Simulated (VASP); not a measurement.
Ga: single point with PBE

The system is Ga.

```
Ga
1.0
     4.31255    0.00000    0.00000
    -2.15628    3.73478    0.00000
     0.00000    0.00000    2.53239
Ga
3
Direct
  0.00000 0.00000 0.00000
  0.33333 0.66667 0.50000
  0.66667 0.33333 0.50000
```

```json
{"Program": "VASP 6.6.1", "Task": "single point", "Functional": "PBE", "Potentials or basis": "VASP PAW PBE potentials, release 64 (Ga_d)", "Cutoff": "520 eV", "k mesh": "9 × 9 × 12", "Occupations": "fermi-dirac, width 0.1 eV", "Spin": "no spin polarisation"}
```

| Item | Value |
| --- | --- |
| Pressure | 39.3 GPa |

Levels at points of the mesh, in eV from the Fermi level:
```
           k point  band 16  band 17  band 18  band 19  band 20  band 21  band 22  band 23
(0.00, 0.00, 0.00)   -13.97    -2.73    -2.57    -2.44    -2.44    -2.37    -2.37     8.57
(0.00, 0.00, 0.50)    -7.88    -7.38     1.58     1.76     1.76     2.07     3.30     3.30
```

Wall time 68 s on 1 thread of Intel(R) Xeon(R) Platinum 8488C (Sapphire Rapids) (shared host), peak memory 0.2 GiB.
